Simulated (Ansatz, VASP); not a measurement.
MgS in VASP and in Ansatz

```
Mg S
1.0
     0.01231    2.68527    2.68376
     2.71357   -0.01233    2.70840
     2.69986    2.69619    0.00138
Mg S
1 1
Direct
  0.96320 0.01114 0.98529
  0.53680 0.48886 0.51471
```

Change from the starting cell: all atoms moved at random, cell strained at random.

Alike in both runs: task single point; functional PBEsol; k mesh 8 × 8 × 8; occupations gaussian, width 0.02 eV; no spin polarisation.

|  | VASP | Ansatz |
| --- | --- | --- |
| version | VASP 6.6.1 | Ansatz 0.2.0 |
| potentials or method | VASP PAW PBE potentials, release 64 (Mg, S), cutoff 520 eV | scalar-relativistic, plane waves, PAW |
| valence electrons in the cell | 8 | 16 |

|  | VASP | Ansatz | Ansatz less VASP |
| --- | --- | --- | --- |
| gap on the k mesh at the Fermi level (eV) | 2.47 | 2.47 | +0.005 |
| least direct gap on the mesh (eV) | 2.76 | 2.77 | +0.005 |
| pressure (GPa) | -5.3 | -5.1 | +0.18 |
| traceless stress, the component that is largest in VASP (GPa) | 3.63 | 3.63 | -0.002 |
| rms of the force components (eV/Å) | 0.353 | 0.354 | +0.0008 |

VASP's potentials were made for PBE, not for PBEsol. Atom by atom the forces differ by 0.001 eV/Å (rms over components). With one functional, cell and mesh, what is left measures potentials, basis and numerics. VASP's potentials hold 8 valence electrons a cell and Ansatz's 16, so a difference there can come from the potentials and not from the codes.
